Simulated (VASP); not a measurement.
Pt, 1 atom in the cell. Symmetry: Fm-3m, No. 225, cubic system. The conventional cell has a = 3.899 Å, b = 3.899 Å, c = 3.899 Å, α = 90.00°, β = 90.00°, γ = 90.00°. Within 3.6 Å of Pt (site symmetry m-3m) lie 12 Pt at 2.76 Å. 

| Item | Value |
| --- | --- |
| Program | VASP 6.6.1 |
| Task | single point |
| Functional | PBEsol |
| Dispersion | D4 |
| Potentials or basis | VASP PAW PBE potentials, release 64 (Pt) |
| Cutoff | 520 eV |
| k mesh | 12 × 12 × 12 |
| Occupations | fermi-dirac, width 0.05 eV |
| Spin | no spin polarisation |
| Dipole correction | no |
| Further INCAR settings | ALGO = Normal; EDIFF = 1e-06; NBANDS = 11 |

Potentials or basis: VASP PAW PBE potentials, release 64 (Pt).

Launch:

```console
$ cat potpaw_PBE.64/Pt/POTCAR > POTCAR
$ mpirun -np 1 vasp_std > vasp.out
```

Hardware: 1 thread of AMD EPYC 7R43 64-Core Processor (Zen 3) (shared host).

How long does it take, and how much memory?

It took 14 s on 1 thread of AMD EPYC 7R43 64-Core Processor (Zen 3) (shared host), peak memory 0.11 GiB. Counts: scf iterations 11, k points 72.
